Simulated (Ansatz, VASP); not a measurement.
# CuAu3: VASP beside Ansatz

```
Cu Au
1.0
     4.05806    0.00000    0.00000
     0.00000    4.05806    0.00000
     0.00000    0.00000    4.05806
Cu Au
1 3
Cartesian
  0.0000 0.0000 0.0000
  0.0000 2.0290 2.0290
  2.0290 0.0000 2.0290
  2.0290 2.0290 0.0000
```

Change from the starting cell: volume scaled by 1.06, crystal datasets.

Alike in both runs: task electric field gradients; functional LDA; k mesh 9 × 9 × 9; occupations fermi-dirac, width 0.05 eV; no spin polarisation.

```csv
,VASP,Ansatz
version,VASP 6.6.1,Ansatz 0.2.0
potentials or method,"VASP PAW LDA potentials, release 64 (Cu, Au), cutoff 520 eV","all-electron PAW with datasets made for the crystal, scalar-relativistic"
```

```tsv
	VASP	Ansatz	Ansatz less VASP
pressure (GPa)	-13.1	-13.5	-0.43
size of Vzz on the site where it differs most (V/Å²)	65.5	42.9	-22.63
```

LDA's correlation is that of Perdew and Zunger in VASP and of Perdew and Wang (1992) in Ansatz. Ansatz ran all-electron here, and VASP with PAW potentials.

Spin-orbit coupling is off throughout.
